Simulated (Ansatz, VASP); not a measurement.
# Hf3F: VASP beside Ansatz

File INCAR:

```
ALGO = Normal
DIPOL = 0.5 0.5 0.359
EDIFF = 1E-6
ENCUT = 520
IDIPOL = 3
ISIF = 2
ISMEAR = 0
LASPH = T
LCHARG = T
LDIPOL = T
LELF = T
LREAL = F
LVACPOTAV = T
LVHAR = T
LWAVE = F
NBANDS = 26
NELM = 80
PREC = Accurate
SIGMA = 0.1
```

Contents of KPOINTS:

```
k-points
0
Gamma
  9 9 1
```

POSCAR

```
Hf3F
1.0
    3.0829071749      0.0000000000      0.0000000000
    0.0000000000      3.0829071749      0.0000000000
    0.0000000000      0.0000000000     21.0927836031
Hf F
3 1
Direct
    0.5000000000      0.5000000000      0.1896383178
    0.0000000000      0.0000000000      0.2867330108
    0.5000000000      0.5000000000      0.3836754672
    0.6250000000      0.6250000000      0.5766324555
```

Input for Ansatz:

```yaml
crystal:
  lattice:
    - [3.0829071749, 0.0, 0.0]
    - [0.0, 3.0829071749, 0.0]
    - [0.0, 0.0, 21.0927836031]
  atoms:
    - { symbol: Hf, position: [0.5, 0.5, 0.1896383178] }
    - { symbol: Hf, position: [0.0, 0.0, 0.2867330108] }
    - { symbol: Hf, position: [0.5, 0.5, 0.3836754672] }
    - { symbol: F, position: [0.625, 0.625, 0.5766324555] }
basis:
  ecutwfc: 420
kpoints:
  mp_grid: { grid: [9, 9, 1] }
hamiltonian:
  xc: lda
scf:
  occupations: { method: gaussian, width: 0.1 }
output:
  forces: true
  eigenvalues: true
efield:
  axis: 3
  dipole_correction: true
  ramp_width: 0.04
```

Alike in both runs: task single point; functional LDA; k mesh 9 × 9 × 1; occupations gaussian, width 0.1 eV; no spin polarisation.

|  | VASP | Ansatz |
| --- | --- | --- |
| version | VASP 6.6.1 | Ansatz 0.2.0 |
| potentials or method | VASP PAW LDA potentials, release 64 (Hf_pv, F), cutoff 520 eV | scalar-relativistic, plane waves, PAW |
| valence electrons in the cell | 37 | 85 |

|  | VASP | Ansatz | Ansatz less VASP |
| --- | --- | --- | --- |
| gap on the k mesh at the Fermi level (eV) | none | none | - |
| rms of the force components (eV/Å) | 0.261 | 0.263 | +0.0023 |
| work function, face that differs most (eV) | 4.31 | 4.30 | -0.006 |

LDA's correlation is that of Perdew and Zunger in VASP and of Perdew and Wang (1992) in Ansatz. Atom by atom the forces differ by 0.003 eV/Å (rms over components). A gap of «none» marks a metal or a gap that the smearing closes. VASP's potentials hold 37 valence electrons a cell and Ansatz's 85, so a difference there can come from the potentials and not from the codes. Ansatz's warnings: vacuum density over bound.

Spin-orbit coupling is off throughout.
